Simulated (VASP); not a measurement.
# Y (Fm-3m) in VASP: further runs

Y is run at these levels: LDA; tasks: single point.

Everything below comes from runs of VASP 6.6.1. Logs are shortened: lines on timing, memory, paths and dates and some standing lists are left out, and cuts for length are marked.

## (1) The cell of the first run

Symmetry: Fm-3m, No. 225, cubic system. Conventional cell: a = 4.090 Å, b = 4.090 Å, c = 4.090 Å, α = 90.00°, β = 90.00°, γ = 90.00°. Y (site symmetry m-3m) has 12 Y at 2.89 Å within 3.8 Å.

## (2) Single point, LDA (volume scaled by 0.58)

INCAR

```
PREC = Accurate
ENCUT = 520
EDIFF = 1E-6
ISMEAR = -1
SIGMA = 0.08
LREAL = False
LASPH = True
NELM = 80
ALGO = Normal
ISIF = 2
LWAVE = False
LCHARG = True
LELF = True
LVHAR = True
NBANDS = 12
```

KPOINTS

```
regular mesh
0
Gamma
  13 13 13
```

POSCAR

```
Y
1.0
    0.0000000000      2.0451636482      2.0451636482
    2.0451636482      0.0000000000      2.0451636482
    2.0451636482      2.0451636482      0.0000000000
Y
1
Direct
    0.0000000000      0.0000000000      0.0000000000
```

Potentials or basis: VASP PAW LDA potentials, release 64 (Y_sv).

On the command line:

```sh
$ cat potpaw_LDA.64/Y_sv/POTCAR > POTCAR
$ mpirun -np 1 vasp_std > vasp.out
```

OUTCAR:

```text
PREC = Accurate
   ENCUT = 520
   EDIFF = 1E-6
   ISMEAR = -1
   LREAL = False
   LASPH = True
   NELM = 80
   ISIF = 2

 ion  position               nearest neighbor table
   1  0.000  0.000  0.000-

  LATTYP: Found a face centered cubic cell.
 ALAT       =     4.0903272964

  Lattice vectors:

 A1 = (   0.0000000000,   2.0451636482,   2.0451636482)
 A2 = (   2.0451636482,   0.0000000000,   2.0451636482)
 A3 = (   2.0451636482,   2.0451636482,   0.0000000000)

Analysis of symmetry for initial positions (statically):
=====================================================================
 Subroutine PRICEL returns:
 Original cell was already a primitive cell.

 Routine SETGRP: Setting up the symmetry group for a
 face centered cubic supercell.

 Subroutine GETGRP returns: Found 48 space group operations
 (whereof 48 operations were pure point group operations)
 out of a pool of 48 trial point group operations.

The static configuration has the point symmetry O_h .

Analysis of symmetry for dynamics (positions and initial velocities):
=====================================================================
 Subroutine PRICEL returns:
 Original cell was already a primitive cell.

 Routine SETGRP: Setting up the symmetry group for a
 face centered cubic supercell.

 Subroutine GETGRP returns: Found 48 space group operations
 (whereof 48 operations were pure point group operations)
 out of a pool of 48 trial point group operations.

The dynamic configuration has the point symmetry O_h .

 Subroutine INISYM returns: Found 48 space group operations
 (whereof 48 operations are pure point group operations),
 and found     1 'primitive' translations

----------------------------------------------------------------------------------------

                                     Primitive cell

  volume of cell :      17.1086

  direct lattice vectors                    reciprocal lattice vectors
     0.000000000  2.045163648  2.045163648    -0.244479213  0.244479213  0.244479213
     2.045163648  0.000000000  2.045163648     0.244479213 -0.244479213  0.244479213
     2.045163648  2.045163648  0.000000000     0.244479213  0.244479213 -0.244479213

  length of vectors
     2.892298169  2.892298169  2.892298169     0.423450419  0.423450419  0.423450419

  position of ions in fractional coordinates (direct lattice)
     0.000000000  0.000000000  0.000000000

  ion indices of the primitive-cell ions
   primitive index   ion index
                 1           1

----------------------------------------------------------------------------------------

 KPOINTS: regular mesh

Automatic generation of k-mesh.
 Grid dimensions read from file:
 generate k-points for:   13   13   13

 Generating k-lattice:

  Cartesian coordinates                     Fractional coordinates (reciprocal lattice)
    -0.018806093  0.018806093  0.018806093     0.076923077  0.000000000  0.000000000
     0.018806093 -0.018806093  0.018806093     0.000000000  0.076923077  0.000000000
     0.018806093  0.018806093 -0.018806093     0.000000000  0.000000000  0.076923077

  Length of vectors
     0.032573109  0.032573109  0.032573109

  Shift w.r.t. Gamma in fractional coordinates (k-lattice)
     0.000000000  0.000000000  0.000000000

 Subroutine IBZKPT returns following result:
 ===========================================

 Found     84 irreducible k-points:

 Following reciprocal coordinates:
            Coordinates               Weight
  0.000000  0.000000  0.000000      1.000000
  0.076923  0.000000  0.000000      8.000000
  0.153846  0.000000  0.000000      8.000000
  0.230769  0.000000  0.000000      8.000000
  0.307692  0.000000  0.000000      8.000000
  0.384615  0.000000  0.000000      8.000000
[... 16 lines left out ...]
  0.384615  0.153846  0.000000     24.000000
  0.461538  0.153846  0.000000     24.000000
 [... further k-points ...]
   k-points           NKPTS =     84   k-points in BZ     NKDIM =     84   number of bands    NBANDS=     12
   number of dos      NEDOS =    301   number of ions     NIONS =      1
   total plane-waves  NPLWV =  13824
   dimension x,y,z NGX =    24 NGY =   24 NGZ =   24
   dimension x,y,z NGXF=    48 NGYF=   48 NGZF=   48
   ions per type =               1
   NGX,Y,Z   is equivalent  to a cutoff of  13.79, 13.79, 13.79 a.u.
   NGXF,Y,Z  is equivalent  to a cutoff of  27.59, 27.59, 27.59 a.u.
 SYSTEM =  unknown system
   PREC   = accura    normal or accurate (medium, high low for compatibility)
   ISTART =      0    job   : 0-new  1-cont  2-samecut
   ICHARG =      2    charge: 1-file 2-atom 10-const
   ISPIN  =      1    spin polarized calculation?
   LNONCOLLINEAR =      F non collinear calculations
   LSORBIT =      F    spin-orbit coupling
   LASPH  =      T    aspherical Exc in radial PAW
   ENCUT  =  520.0 eV  38.22 Ry    6.18 a.u.   5.38  5.38  5.38*2*pi/ulx,y,z
   NELM   =     80;   NELMIN=  2; NELMDL= -5     # of ELM steps
   EDIFF  = 0.1E-05   stopping-criterion for ELM
   LREAL  =      F    real-space projection
   EDIFFG = 0.1E-04   stopping-criterion for IOM
   NSW    =      0    number of steps for IOM
   IBRION =     -1    ionic relax: 0-MD 1-quasi-New 2-CG
   NFREE  =      0    steps in history (QN), initial steepest desc. (CG)
   ISIF   =      2    stress and relaxation
   ISYM   =      2    0-nonsym 1-usesym 2-fastsym
   POTIM  = 0.5000    time-step for ionic-motion
   TEBEG  =    0.0;   TEEND  =   0.0 temperature during run
   PSTRESS=    0.0 pullay stress
   NELECT =      11.0000    total number of electrons
   NUPDOWN=      -1.0000    fix difference up-down
   EMIN   =  10.00;   EMAX   =-10.00  energy-range for DOS
   EFERMI =   0.00;   METHOD = LEGACY
   ISMEAR =    -1;   SIGMA  =   0.08  broadening in eV -4-tet -1-fermi 0-gaus
   EFERMI_NEDOS =   21; number of points for ismear=-14 and -15
   IALGO  =     38    algorithm
   IMIX   =      4    mixing-type and parameters
     AMIX     =   0.40;   BMIX     =  1.00
     AMIX_MAG =   1.60;   BMIX_MAG =  1.00
  volume/ion in A,a.u.               =      17.11       115.45
  Fermi-wavevector in a.u.,A,eV,Ry     =   1.412975  2.670135 27.163991  1.996497
  Thomas-Fermi vector in A             =   2.534668
   LORBIT       =      0    0 simple, 1 ext, 2 COOP (PROOUT), +10 PAW based schemes
   GGA     = CA    functional components
   LHFCALC =     F    Hartree Fock is set to
   AEXX    =    0.0000 exact exchange contribution
   IVDW    =     0    specifies the selected vdW correction
   LEPSILON=     F    determine dielectric tensor
   LRPA    =     F    only Hartree local field effects (RPA)
 non-spin polarized calculation
  energy-cutoff  :      520.00
  volume of cell :       17.11
 maximum number of plane-waves:       477
 NGX is ok and might be reduce to    24
   NGX = 11   NGY = 11   NGZ = 11

 number of electron      11.0000000 magnetization

 Free energy of the ion-electron system (eV)
  ---------------------------------------------------
  ext. energy  EPLUGINS =         0.00000000
  ---------------------------------------------------
  free energy    TOTEN  =        -5.49150544 eV

  energy without entropy =       -5.47212295  energy(sigma->0) =       -5.48181419

 E-fermi :   6.8549     XC(G=0): -12.5305

 val. band max:        6.8514330768   @ k =   0.4615   0.2308   0.0769
 cond. band min:       6.8785332341   @ k =  -0.1538   0.2308   0.0769
 fundamental gap:      0.0271001573
 Fermi energy:         6.8548590005

 k-point     1 :       0.0000    0.0000    0.0000
  band No.  band energies     occupation
      1     -35.1570      2.00000
      2     -13.2809      2.00000
      3     -13.2809      2.00000
      4     -13.2809      2.00000
      5       2.2866      2.00000
      6       9.0209      0.00000
      7       9.0209      0.00000
      8       9.0209      0.00000
      9      13.1976      0.00000
     10      13.1976      0.00000
     11      17.5377      0.00000
     12      23.1375      0.00000

 k-point     2 :       0.0769    0.0000    0.0000
  band No.  band energies     occupation
      1     -35.1148      2.00000
      2     -13.5313      2.00000
      3     -13.3072      2.00000
      4     -13.3072      2.00000
      5       2.6205      2.00000
      6       8.7089      0.00000
      7       9.1642      0.00000
      8       9.1642      0.00000
      9      12.9690      0.00000
     10      12.9690      0.00000
     11      18.2335      0.00000
     12      22.2523      0.00000

 k-point     3 :       0.1538    0.0000    0.0000
  band No.  band energies     occupation
      1     -34.9961      2.00000
      2     -14.1860      2.00000
      3     -13.3790      2.00000
      4     -13.3790      2.00000
      5       3.4397      2.00000
      6       8.1565      0.00000
      7       9.4685      0.00000
      8       9.4685      0.00000
      9      12.5976      0.00000
     10      12.5976      0.00000
     11      19.4322      0.00000
     12      21.4358      0.00000
[... 286 lines left out ...]
 k-point    23 :       0.3846    0.1538    0.0000
  band No.  band energies     occupation
      1     -34.4762      2.00000
      2     -16.0251      2.00000
      3     -14.0005      2.00000
      4     -13.9002      2.00000
      5       4.9801      2.00000
      6       7.3955      0.00232
      7       8.5751      0.00000
      8      10.2440      0.00000
      9      14.4904      0.00000
     10      15.8269      0.00000
     11      20.1838      0.00000
     12      25.4526      0.00000

 k-point    24 :       0.4615    0.1538    0.0000
  band No.  band energies     occupation
      1     -34.3454      2.00000
      2     -16.4767      2.00000
      3     -14.1803      2.00000
      4     -13.9182      2.00000
      5       4.8742      2.00000
      6       7.2610      0.01240
      7       9.5499      0.00000
      8       9.8482      0.00000
      9      16.2010      0.00000
     10      16.6078      0.00000
     11      20.0776      0.00000
     12      23.0205      0.00000

 [... further k-points ...]
[... 5 lines left out ...]
  --------------------------------------------------------------------------------------
  -------------------------------------------------------------------------------------
  Total        5.7912182      5.7912182      5.7912182     -0.0000000      0.0000000      0.0000000
  in kB      542.3333587    542.3333587    542.3333587     -0.0000000      0.0000000      0.0000000
  external PRESSURE =     542.3333587 kB  Pullay stress =       0.0000000 kB

 VOLUME and BASIS-vectors are now :
 -----------------------------------------------------------------------------
  energy-cutoff  :      520.00
  volume of cell :       17.11
      direct lattice vectors                 reciprocal lattice vectors
     0.000000000  2.045163648  2.045163648    -0.244479213  0.244479213  0.244479213
     2.045163648  0.000000000  2.045163648     0.244479213 -0.244479213  0.244479213
     2.045163648  2.045163648  0.000000000     0.244479213  0.244479213 -0.244479213

 POSITION                                       TOTAL-FORCE (eV/Angst)
 -----------------------------------------------------------------------------------
      0.00000      0.00000      0.00000         0.000000     -0.000000     -0.000000
 -----------------------------------------------------------------------------------
    total drift:                                0.000000      0.000000     -0.000000

  FREE ENERGIE OF THE ION-ELECTRON SYSTEM (eV)
  ---------------------------------------------------
  free  energy   TOTEN  =        -5.4915054425 eV

  energy  without entropy=       -5.4721229473  energy(sigma->0) =       -5.48181419
```

Run time: 14 s. Hardware: 1 thread of Intel Xeon 6975P-C, shared host; peak memory 0.16 GiB.

What came out:

- Free energy: -5.4915 eV
- Pressure: 54.2 GPa

## (3) Single point, LDA (volume scaled by 0.58)

INCAR

```
SYSTEM = Y
ALGO = Normal
EDIFF = 1E-7
ENCUT = 520
ISIF = 2
ISMEAR = -1
LASPH = .True.
LCHARG = .False.
LREAL = .False.
LWAVE = .False.
NBANDS = 12
NELM = 80
PREC = Accurate
SIGMA = 0.08
```

KPOINTS

```
k-points
0
Gamma
  13 13 13
  0 0 0
```

POSCAR is that of step 2.

Potentials or basis: VASP PAW LDA potentials, release 64 (Y_sv).

On the command line:

```sh
$ cat potpaw_LDA.64/Y_sv/POTCAR > POTCAR
$ mpirun -np 1 vasp_std > vasp.out
```

OUTCAR:

```text
SYSTEM = Y
   EDIFF = 1E-7
   ENCUT = 520
   ISIF = 2
   ISMEAR = -1
   LASPH = .True.
   LREAL = .False.
   NELM = 80
   PREC = Accurate

 ion  position               nearest neighbor table
   1  0.000  0.000  0.000-

  LATTYP: Found a face centered cubic cell.
 ALAT       =     4.0903272964

  Lattice vectors:

 A1 = (   0.0000000000,   2.0451636482,   2.0451636482)
 A2 = (   2.0451636482,   0.0000000000,   2.0451636482)
 A3 = (   2.0451636482,   2.0451636482,   0.0000000000)

Analysis of symmetry for initial positions (statically):
=====================================================================
 Subroutine PRICEL returns:
 Original cell was already a primitive cell.

 Routine SETGRP: Setting up the symmetry group for a
 face centered cubic supercell.

 Subroutine GETGRP returns: Found 48 space group operations
 (whereof 48 operations were pure point group operations)
 out of a pool of 48 trial point group operations.

The static configuration has the point symmetry O_h .

Analysis of symmetry for dynamics (positions and initial velocities):
=====================================================================
 Subroutine PRICEL returns:
 Original cell was already a primitive cell.

 Routine SETGRP: Setting up the symmetry group for a
 face centered cubic supercell.

 Subroutine GETGRP returns: Found 48 space group operations
 (whereof 48 operations were pure point group operations)
 out of a pool of 48 trial point group operations.

The dynamic configuration has the point symmetry O_h .

 Subroutine INISYM returns: Found 48 space group operations
 (whereof 48 operations are pure point group operations),
 and found     1 'primitive' translations

----------------------------------------------------------------------------------------

                                     Primitive cell

  volume of cell :      17.1086

  direct lattice vectors                    reciprocal lattice vectors
     0.000000000  2.045163648  2.045163648    -0.244479213  0.244479213  0.244479213
[... 106 lines left out ...]
  Fermi-wavevector in a.u.,A,eV,Ry     =   1.412975  2.670135 27.163991  1.996497
  Thomas-Fermi vector in A             =   2.534668
   LORBIT       =      0    0 simple, 1 ext, 2 COOP (PROOUT), +10 PAW based schemes
   GGA     = CA    functional components
   LHFCALC =     F    Hartree Fock is set to
   AEXX    =    0.0000 exact exchange contribution
   IVDW    =     0    specifies the selected vdW correction
   LEPSILON=     F    determine dielectric tensor
   LRPA    =     F    only Hartree local field effects (RPA)
 non-spin polarized calculation
  energy-cutoff  :      520.00
  volume of cell :       17.11
 maximum number of plane-waves:       477
 NGX is ok and might be reduce to    24
   NGX = 11   NGY = 11   NGZ = 11

 number of electron      11.0000000 magnetization

 Free energy of the ion-electron system (eV)
  ---------------------------------------------------
  ext. energy  EPLUGINS =         0.00000000
  ---------------------------------------------------
  free energy    TOTEN  =        -5.49150548 eV

  energy without entropy =       -5.47212291  energy(sigma->0) =       -5.48181420

 E-fermi :   6.8550     XC(G=0): -12.5306

 val. band max:        6.8515364156   @ k =   0.4615   0.2308   0.0769
 cond. band min:       6.8786241920   @ k =  -0.1538   0.2308   0.0769
 fundamental gap:      0.0270877765
 Fermi energy:         6.8549627830

 k-point     1 :       0.0000    0.0000    0.0000
  band No.  band energies     occupation
      1     -35.1570      2.00000
      2     -13.2809      2.00000
      3     -13.2809      2.00000
      4     -13.2809      2.00000
      5       2.2870      2.00000
      6       9.0210      0.00000
      7       9.0210      0.00000
      8       9.0210      0.00000
      9      13.1977      0.00000
     10      13.1977      0.00000
     11      17.5378      0.00000
     12      23.1377      0.00000
[... 331 lines left out ...]
 k-point    24 :       0.4615    0.1538    0.0000
  band No.  band energies     occupation
      1     -34.3454      2.00000
      2     -16.4766      2.00000
      3     -14.1803      2.00000
      4     -13.9182      2.00000
      5       4.8744      2.00000
      6       7.2611      0.01240
      7       9.5500      0.00000
      8       9.8483      0.00000
      9      16.2010      0.00000
     10      16.6079      0.00000
     11      20.0777      0.00000
     12      23.0206      0.00000

 [... further k-points ...]
[... 5 lines left out ...]
  --------------------------------------------------------------------------------------
  -------------------------------------------------------------------------------------
  Total        5.7936252      5.7936252      5.7936252     -0.0000000      0.0000000      0.0000000
  in kB      542.5587739    542.5587739    542.5587739     -0.0000000      0.0000000      0.0000000
  external PRESSURE =     542.5587739 kB  Pullay stress =       0.0000000 kB

 VOLUME and BASIS-vectors are now :
 -----------------------------------------------------------------------------
  energy-cutoff  :      520.00
  volume of cell :       17.11
      direct lattice vectors                 reciprocal lattice vectors
     0.000000000  2.045163648  2.045163648    -0.244479213  0.244479213  0.244479213
     2.045163648  0.000000000  2.045163648     0.244479213 -0.244479213  0.244479213
     2.045163648  2.045163648  0.000000000     0.244479213  0.244479213 -0.244479213

 POSITION                                       TOTAL-FORCE (eV/Angst)
 -----------------------------------------------------------------------------------
      0.00000      0.00000      0.00000         0.000000      0.000000      0.000000
 -----------------------------------------------------------------------------------
    total drift:                               -0.000000      0.000000      0.000000

  FREE ENERGIE OF THE ION-ELECTRON SYSTEM (eV)
  ---------------------------------------------------
  free  energy   TOTEN  =        -5.4915054845 eV

  energy  without entropy=       -5.4721229126  energy(sigma->0) =       -5.48181420
```

OSZICAR:

```text
N       E                     dE             d eps       ncg     rms          rms(c)
DAV:   1     0.309019446093E+02    0.30902E+02   -0.60387E+03  2032   0.899E+02
DAV:   2    -0.429369412078E+01   -0.35196E+02   -0.33821E+02  2412   0.187E+02
DAV:   3    -0.544152893624E+01   -0.11478E+01   -0.11298E+01  2576   0.232E+01
DAV:   4    -0.546185979673E+01   -0.20331E-01   -0.20325E-01  2272   0.283E+00
DAV:   5    -0.546212757488E+01   -0.26778E-03   -0.26777E-03  2508   0.233E-01    0.338E+01
DAV:   6    -0.542472391261E+01    0.37404E-01   -0.22227E-01  2552   0.289E+00    0.200E+01
DAV:   7    -0.549242422808E+01   -0.67700E-01   -0.28825E-01  2780   0.310E+00    0.223E+00
DAV:   8    -0.549174370942E+01    0.68052E-03   -0.34029E-02  2072   0.156E+00    0.470E-01
DAV:   9    -0.549149887682E+01    0.24483E-03   -0.83418E-04  2476   0.236E-01    0.164E-01
DAV:  10    -0.549150610390E+01   -0.72271E-05   -0.69928E-05  2144   0.776E-02    0.115E-02
DAV:  11    -0.549150544280E+01    0.66110E-06   -0.12347E-06  2600   0.671E-03    0.349E-03
DAV:  12    -0.549150548452E+01   -0.41721E-07   -0.11370E-07  1948   0.296E-03
   1 F= -.54915055E+01 E0= -.54818142E+01  d E =-.193826E-01
```

Run time: 13 s. Hardware: 1 thread of Intel Xeon 6975P-C, shared host; peak memory 0.16 GiB.

What came out:

```
Free energy : -5.4915 eV
Pressure    : 54.3 GPa
```

## (4) Single point, LDA (volume scaled by 0.68)

INCAR

```
SYSTEM = Y
  ALGO = Normal
  EDIFF = 1E-7
  ENCUT = 520
  ISIF = 2
  ISMEAR = -1
  LASPH = .TRUE.
  LCHARG = .FALSE.
  LREAL = .FALSE.
  LWAVE = .FALSE.
  NBANDS = 12
  NELM = 100
  PREC = Accurate
  SIGMA = 0.08
```

KPOINTS

```
k-points
0
G
  13 13 13
  0 0 0
```

POSCAR

```
Y
1.0
    0.0000000000      2.1565276845      2.1565276845
    2.1565276845      0.0000000000      2.1565276845
    2.1565276845      2.1565276845      0.0000000000
Y
1
Direct
    0.0000000000      0.0000000000      0.0000000000
```

On the command line:

```sh
$ cat potpaw_LDA.64/Y_sv/POTCAR > POTCAR
$ mpirun -np 1 vasp_std > vasp.out
```

Run time: 15 s. Hardware: 1 thread of Intel Xeon 6975P-C, shared host; peak memory 0.16 GiB.

It converged, with:

* Free energy: -6.2546 eV
* Pressure: 30.9 GPa

Levels at points of the mesh, in eV from the Fermi level:
| k point | band 2 | band 3 | band 4 | band 5 | band 6 | band 7 | band 8 | band 9 |
| --- | --- | --- | --- | --- | --- | --- | --- | --- |
| (0.00, 0.00, 0.00) | -20.65 | -20.65 | -20.65 | -4.90 | 2.16 | 2.16 | 2.16 | 5.68 |
